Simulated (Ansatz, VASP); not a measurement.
Given: the input of a run of VASP 6.6.1 on Ge.

Contents of INCAR:

```
PREC = Accurate
ENCUT = 520
EDIFF = 1E-6
ISMEAR = 0
SIGMA = 0.012
LREAL = False
LASPH = True
NELM = 60
ALGO = Normal
ISIF = 2
LWAVE = False
LCHARG = False
GGA = PE
NBANDS = 21
```

Contents of KPOINTS:

```
Automatic mesh
0
Gamma
  8 8 8
```

The input POSCAR:

```
Ge
1.0
    0.0000000000      2.8289100000      2.8289100000
    2.8289100000      0.0000000000      2.8289100000
    2.8289100000      2.8289100000      0.0000000000
Ge
2
Direct
    0.7500000000      0.7500000000      0.7500000000
    0.5000000000      0.5000000000      0.5000000000
```

Potentials or basis: VASP PAW PBE potentials, release 64 (Ge_d).

The run is started by

```bash
$ cat potpaw_PBE.64/Ge_d/POTCAR > POTCAR
$ mpirun -np 1 vasp_std > vasp.out
```

**Question.** Translate it to Ansatz 0.2.0. Potentials there: all-electron LAPW, scalar-relativistic.

**Answer.** As run (the cutoff follows the program's own potentials):

Contents of input.yaml:

```yaml
crystal:
  lattice:
    - [0.0, 2.82891, 2.82891]
    - [2.82891, 0.0, 2.82891]
    - [2.82891, 2.82891, 0.0]
  atoms:
    - { symbol: Ge, position: [0.75, 0.75, 0.75] }
    - { symbol: Ge, position: [0.5, 0.5, 0.5] }
kpoints:
  mp_grid: { grid: [8, 8, 8] }
scf:
  occupations: { method: gaussian, width: 0.012 }
hamiltonian:
  xc: pbe
  pseudopotentials: { kind: all_electron, lapw: { basis_error: 0.001 } }
output:
  forces: true
  stress: true
  eigenvalues: true
```

Potentials or basis: all-electron LAPW, scalar-relativistic.

Run with:

```sh
$ ansatz run input.yaml --threads 1 --pin off --max-ram 3072MiB --backend cpu --events-out ev --progress --plain --runs-dir out
```

Both were run:

|  | VASP | Ansatz | Ansatz less VASP |
| --- | --- | --- | --- |
| gap on the k mesh at the Fermi level (eV) | 0.03 | 0.04 | +0.001 |
| least direct gap on the mesh (eV) | 0.03 | 0.04 | +0.001 |
| pressure (GPa) | 3.5 | 3.6 | +0.09 |

Ansatz ran all-electron here, and VASP with PAW potentials.
